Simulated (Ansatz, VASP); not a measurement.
# TePb: VASP beside Ansatz

The input INCAR:

```
PREC = Accurate ; ENCUT = 520
EDIFF = 1E-6 ; ISMEAR = -1
SIGMA = 0.05 ; LREAL = False
LASPH = True ; NELM = 60
ALGO = Normal ; ISIF = 2
LWAVE = False ; LCHARG = False
NBANDS = 17
```

The input KPOINTS:

```
Automatic mesh
0
Gamma
  7 7 7
```

POSCAR

```
TePb
1.0
    4.0022870000      0.0000000000      0.0000000000
    0.0000000000      4.0022870000      0.0000000000
    0.0000000000      0.0000000000      4.0022870000
Pb Te
1 1
Direct
    0.0000000000      0.0000000000      0.0000000000
    0.5000000000      0.5000000000      0.5000000000
```

The input input.yaml:

```yaml
crystal:
  lattice:
    - [4.002287, 0.0, 0.0]
    - [0.0, 4.002287, 0.0]
    - [0.0, 0.0, 4.002287]
  atoms:
    - { symbol: Pb, position: [0.0, 0.0, 0.0] }
    - { symbol: Te, position: [0.5, 0.5, 0.5] }
kpoints:
  mp_grid: { grid: [7, 7, 7] }
  band_path:
    path:
      - [0.0, 0.0, 0.0]
      - [0.0, 0.5, 0.0]
      - [0.5, 0.5, 0.0]
      - [0.0, 0.0, 0.0]
      - [0.5, 0.5, 0.5]
      - [0.0, 0.5, 0.0]
    npoints: 8
scf:
  occupations: { method: fermi_dirac, width: 0.05 }
hamiltonian:
  xc: lda
  pseudopotentials: { kind: all_electron, lapw: { basis_error: 0.001 } }
output:
  forces: true
  stress: true
  eigenvalues: true
```

Alike in both runs: functional LDA; k mesh 7 × 7 × 7; occupations fermi-dirac, width 0.05 eV; no spin polarisation.

```csv
,VASP,Ansatz
version,VASP 6.6.1,Ansatz 0.2.0
potentials or method,"VASP PAW LDA potentials, release 64 (Pb_d, Te), cutoff 520 eV","all-electron LAPW, scalar-relativistic"
task,single point,band structure
```

VASP gave:

| Property | Result |
| --- | --- |
| gap on the k mesh at the Fermi level (eV) | none |
| pressure (GPa) | -4.0 |

Question: What did Ansatz give for the same quantities?

Answer: gap on the k mesh at the Fermi level (eV): none; pressure (GPa): -3.9.

LDA's correlation is that of Perdew and Zunger in VASP and of Perdew and Wang (1992) in Ansatz. A gap of «none» marks a metal or a gap that the smearing closes. Ansatz ran all-electron here, and VASP with PAW potentials.

Neither program's run includes spin-orbit coupling.
